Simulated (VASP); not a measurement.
**ZrSiO: single point with PBE**

Crystal: ZrSiO.

```
CELL_PARAMETERS angstrom
3.29771 0.00000 0.00000
0.00000 3.29771 0.00000
0.00000 0.00000 7.30250
ATOMIC_POSITIONS crystal
Zr 0.50000 0.00000 0.30841
Zr 0.00000 0.50000 0.69159
Si 0.00000 0.00000 0.00000
Si 0.50000 0.50000 0.00000
O 0.50000 0.00000 0.61129
O 0.00000 0.50000 0.38871
```

```json
{
 "Program": "VASP 6.6.1",
 "Task": "single point",
 "Functional": "PBE",
 "Potentials or basis": "VASP PAW PBE potentials, release 64 (Zr_sv, Si, O)",
 "Cutoff": "520 eV",
 "k mesh": "8 × 8 × 4",
 "Occupations": "fermi-dirac, width 0.05 eV",
 "Spin": "no spin polarisation"
}
```

```
Pressure               : 2.1 GPa
Largest force          : 0.106 eV/Å
Band gap on the k mesh : zero (band 22 reaches 10.88 eV, above the bottom of band 23 at 10.77 eV)
```

Forces in eV/Å, atoms in the order of the input:
```
Zr   0.000  0.000  0.106
Zr   0.000  0.000 -0.106
Si   0.000  0.000  0.000
Si   0.000  0.000  0.000
O    0.000  0.000  0.011
O    0.000  0.000 -0.011
```

Stress tensor (GPa, compression positive):
```
2.23 0.00 0.00
0.00 2.23 0.00
0.00 0.00 1.87
```

Levels at points of the mesh, in eV from the Fermi level:
```
           k point  band 19  band 20  band 21  band 22  band 23  band 24  band 25  band 26
(0.00, 0.00, 0.00)    -2.87    -2.62    -2.62    -2.21    -0.07     0.90     1.22     1.22
(0.50, 0.00, 0.00)    -2.24    -2.24    -0.29    -0.29     0.22     0.22     2.55     2.55
(0.50, 0.50, 0.00)    -4.68    -4.68    -2.49    -2.49     1.83     1.83     1.87     1.87
(0.00, 0.00, 0.50)    -2.79    -2.67    -2.62    -2.62     0.73     0.86     1.15     1.15
(0.50, 0.00, 0.50)    -3.12    -3.12    -0.07    -0.07     0.57     0.57     2.23     2.23
(0.50, 0.50, 0.50)    -4.65    -4.65    -2.58    -2.58     0.64     0.64     2.30     2.30
```

It took 2 min on 1 thread of AMD EPYC 7R43 64-Core Processor (Zen 3), on a shared host, peak memory 0.22 GiB.
